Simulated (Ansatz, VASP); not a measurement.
This is a calculation of PtS2 for VASP 6.6.1.

File INCAR:

```
SYSTEM = PtS2
  ALGO = Normal
  EDIFF = 1E-6
  ENCUT = 520
  GGA = CA
  ISIF = 2
  ISMEAR = -1
  LASPH = .True.
  LCHARG = .False.
  LREAL = .False.
  LWAVE = .False.
  NBANDS = 18
  NELM = 80
  PREC = Accurate
  SIGMA = 0.05
```

File KPOINTS:

```
k-points
0
Gamma
  9 9 5
  0 0 0
```

POSCAR

```
PtS2
1.0
    3.4953130487      0.0000000000      0.0000000000
   -1.7476565244      3.0270298944      0.0000000000
    0.0000000000      0.0000000000      4.9706997601
Pt S
1 2
Direct
    0.0000000000      0.0000000000      0.0000000000
    0.6666666667      0.3333333333      0.7730000000
    0.3333333333      0.6666666667      0.2270000000
```

Potentials or basis: VASP PAW LDA potentials, release 64 (Pt, S).

Command:

```console
$ cat potpaw_LDA.64/Pt/POTCAR potpaw_LDA.64/S/POTCAR > POTCAR
$ mpirun -np 1 vasp_std > vasp.out
```

Translate it to Ansatz 0.2.0. Potentials there: all-electron LAPW, scalar-relativistic.

As run (the cutoff follows the program's own potentials):

The input input.yaml:

```yaml
crystal:
  lattice:
    - [3.4953130487, 0.0, 0.0]
    - [-1.7476565244, 3.0270298944, 0.0]
    - [0.0, 0.0, 4.9706997601]
  atoms:
    - { symbol: Pt, position: [0.0, 0.0, 0.0] }
    - { symbol: S, position: [0.6666666667, 0.3333333333, 0.773] }
    - { symbol: S, position: [0.3333333333, 0.6666666667, 0.227] }
kpoints:
  mp_grid: { grid: [9, 9, 5] }
scf:
  occupations: { method: fermi_dirac, width: 0.05 }
hamiltonian:
  xc: lda
  pseudopotentials: { kind: all_electron, lapw: { basis_error: 0.002 } }
output:
  forces: true
  stress: true
  eigenvalues: true
```

Potentials or basis: all-electron LAPW, scalar-relativistic.

Launch:

```bash
$ ansatz run input.yaml --threads 2 --pin off --max-ram 8192MiB --backend cpu --events-out ev --progress --plain --runs-dir out
```

Both were run:

|  | VASP | Ansatz | Ansatz less VASP |
| --- | --- | --- | --- |
| gap on the k mesh at the Fermi level (eV) | 0.95 | 0.95 | -0.004 |
| least direct gap on the mesh (eV) | 1.01 | 1.00 | -0.004 |
| pressure (GPa) | 10.9 | 11.0 | +0.10 |
| traceless stress, the component that is largest in VASP (GPa) | -2.53 | -2.57 | -0.034 |
| rms of the force components (eV/Å) | 0.691 | 0.692 | +0.0011 |

LDA's correlation is that of Perdew and Zunger in VASP and of Perdew and Wang (1992) in Ansatz. Atom by atom the forces differ by 0.001 eV/Å (rms over components). Ansatz ran all-electron here, and VASP with PAW potentials.

Neither program's run includes spin-orbit coupling.
